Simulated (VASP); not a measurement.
# ZnS: single point with PBE

The system is ZnS.

```
CELL_PARAMETERS angstrom
1.92311 1.11031 9.44924
-1.92311 1.11031 9.44924
0.00000 -2.22061 9.44924
ATOMIC_POSITIONS crystal
Zn 0.00003 0.00003 0.00003
Zn 0.77775 0.77775 0.77775
Zn 0.55547 0.55547 0.55547
S 0.91670 0.91670 0.91670
S 0.47215 0.47215 0.47215
S 0.69457 0.69457 0.69457
```

```yaml
Program: VASP 6.6.1
Task: single point
Functional: PBE
Potentials_or_basis: VASP PAW PBE potentials, release 64 (Zn, S)
Cutoff: 520 eV
k_mesh: 12 × 12 × 12
Occupations: gaussian, width 0.02 eV
Spin: no spin polarisation
Dipole_correction: no
Further_INCAR_settings: ALGO = Normal; EDIFF = 1e-07; NBANDS = 36
```

```json
{"Pressure": "0.1 GPa", "Largest force": "0.004 eV/Å", "Band gap on the k mesh": "2.06 eV"}
```

Forces in eV/Å, atoms in the order of the input:
```
Zn   0.000  0.000 -0.002
Zn   0.000  0.000 -0.003
Zn   0.000  0.000 -0.003
S    0.000  0.000  0.002
S    0.000  0.000  0.004
S    0.000  0.000  0.003
```

Levels at points of the mesh, in eV from the valence-band top:
```
           k point  band 25  band 26  band 27  band 28  band 29  band 30
(0.00, 0.00, 0.00)    -0.05     0.00     0.00     2.06     3.26     3.41
(0.50, 0.00, 0.00)    -1.84    -1.23    -0.84     3.34     3.89     4.05
(0.50, 0.50, 0.00)    -1.22    -1.21    -1.21     3.33     3.67     4.25
(0.50, 0.50, 0.50)    -0.24    -0.23    -0.23     3.12     3.18     3.31
```

Wall time 120 min on 1 thread of Oxide Virtual Turin-like Processor, with other jobs on the host, peak memory 1.1 GiB.

A k mesh can miss the band edges.
